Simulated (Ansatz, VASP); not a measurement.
## One calculation of In, two programs

```xyz
1
Lattice="-1.6261 1.6261 2.3750 1.6261 -1.6261 2.3750 1.6261 1.6261 -2.3750" Properties=species:S:1:pos:R:3 pbc="T T T"
In    0.0000    0.0000    0.0000
```

Change from the starting cell: strain +0.000 along x and y, -0.040 along z, atoms carried along.

Alike in both runs: task single point; functional PBE; k mesh 20 × 20 × 20; occupations gaussian, width 0.15 eV; no spin polarisation.

|  | VASP | Ansatz |
| --- | --- | --- |
| version | VASP 6.6.1 | Ansatz 0.2.0 |
| potentials or method | VASP PAW PBE potentials, release 64 (In_d), cutoff 520 eV | scalar-relativistic, plane waves, PAW |
| valence electrons in the cell | 13 | 13 |

```tsv
	VASP	Ansatz	Ansatz less VASP
gap on the k mesh at the Fermi level (eV)	none	none	-
pressure (GPa)	4.0	4.1	+0.06
traceless stress, the component that is largest in VASP (GPa)	-0.08	-0.08	0.000
```

A gap of «none» marks a metal or a gap that the smearing closes.
